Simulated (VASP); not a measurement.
Write the native input for VASP 6.6.1 that does the following.

| Item | Value |
| --- | --- |
| Task | single point |
| Functional | PBE |
| Potentials or basis | VASP PAW PBE potentials, release 64 (K_sv, Al, Pb_d) |
| Cutoff | 500 eV |
| k mesh | 6 × 6 × 8 |
| Occupations | gaussian, width 0.1 eV |
| Spin | no spin polarisation |
| Dipole correction | no |
| Further INCAR settings | ALGO = Normal; EDIFF = 1e-06; NBANDS = 65 |

The structure of KAlPb3 lies in POSCAR:

```
KAlPb3
1.0
    7.8386834123      0.0000000000      0.0000000000
   -3.9193417061      6.7884989672      0.0000000000
    0.0000000000      0.0000000000      6.1558608479
K Al Pb
2 2 6
Direct
    0.3333333333      0.6666666667      0.7500000000
    0.6666666667      0.3333333333      0.2500000000
    0.0000000000      0.0000000000      0.5000000000
    0.0000000000      0.0000000000      0.0000000000
    0.1847401982      0.3694803964      0.2500000000
    0.8152598018      0.1847401982      0.7500000000
    0.8152598018      0.6305196036      0.7500000000
    0.1847401982      0.8152598018      0.2500000000
    0.6305196036      0.8152598018      0.2500000000
    0.3694803964      0.1847401982      0.7500000000
```

These files were run (other wordings do the same):

INCAR

```
ALGO = Normal
EDIFF = 1E-6
ENCUT = 500
GGA = PE
GGA_COMPAT = F
ISIF = 2
ISMEAR = 0
LASPH = T
LCHARG = F
LREAL = F
LWAVE = F
NBANDS = 65
NELM = 120
PREC = Accurate
SIGMA = 0.1
```

KPOINTS

```
k-points
0
Gamma
  6 6 8
```

Potentials or basis: VASP PAW PBE potentials, release 64 (K_sv, Al, Pb_d).

The run is started by

```bash
$ cat potpaw_PBE.64/K_sv/POTCAR potpaw_PBE.64/Al/POTCAR potpaw_PBE.64/Pb_d/POTCAR > POTCAR
$ mpirun -np 1 vasp_std > vasp.out
```

It gave:

The pressure is 0.0 GPa. The largest force is 0.004 eV/Å and the band gap on the k mesh is zero (bands 54 and 55 overlap by 1.39 eV).

Caveat: spin-orbit coupling is left out, which moves the levels of the heavy elements.

It took 5.7 min on 1 thread of Intel(R) Xeon(R) 6975P-C (Granite Rapids), on a shared host, peak memory 0.76 GiB.
